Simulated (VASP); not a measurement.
Wanted: the native input for a VASP 6.6.1 run.

- Task: single point
- Functional: PBE
- Dispersion: D4
- Potentials or basis: VASP PAW PBE potentials, release 64 (K_sv, Hg, Ge_d)
- Cutoff: 520 eV
- k mesh: 4 × 4 × 4
- Occupations: fermi-dirac, width 0.1 eV
- Spin: no spin polarisation
- Dipole correction: no
- Further INCAR settings: ALGO = Normal; EDIFF = 1e-07; NBANDS = 47

The structure of K4HgGe2 lies in POSCAR:

```
K4HgGe2
1.0
    2.9247484381      5.0658128942     -0.0000009291
   -2.9247484381      5.0658128942     -0.0000009291
    0.0000000000     -3.3772068290      9.6353910161
K Hg Ge
4 1 2
Direct
    0.3796313249      0.3796313249      0.1388939746
    0.6203686751      0.6203686751      0.8611060254
    0.2073217292      0.2073217292      0.6219651876
    0.7926782708      0.7926782708      0.3780348124
    0.0000000000      0.0000000000      0.0000000000
    0.0872432785      0.0872432785      0.2617298354
    0.9127567215      0.9127567215      0.7382701646
```

One way to write it, as run:

INCAR

```
  ALGO = Normal
  EDIFF = 1E-7
  ENCUT = 520
  GGA = PE
  ISIF = 2
  ISMEAR = -1
  IVDW = 13
  LASPH = True
  LCHARG = True
  LELF = True
  LREAL = False
  LVHAR = True
  LWAVE = False
  NBANDS = 47
  NELM = 100
  PREC = Accurate
  SIGMA = 0.1
```

KPOINTS

```
k-points
0
Gamma
  4 4 4
```

Potentials or basis: VASP PAW PBE potentials, release 64 (K_sv, Hg, Ge_d).

Run with:

```console
$ cat potpaw_PBE.64/K_sv/POTCAR potpaw_PBE.64/Hg/POTCAR potpaw_PBE.64/Ge_d/POTCAR > POTCAR
$ mpirun -np 1 vasp_std > vasp.out
```

Results of the run:

```json
{"Pressure": "0.0 GPa", "Largest force": "0.039 eV/Å", "Band gap on the k mesh": "zero (bands 38 and 39 overlap by 0.32 eV)", "Dispersion energy per atom": "-0.099 eV"}
```

Caveat: spin-orbit coupling is left out, which moves the levels of the heavy elements.

Run time: 3.5 min on 1 thread of Intel(R) Xeon(R) 6975P-C (Granite Rapids) (shared host), peak memory 0.52 GiB.
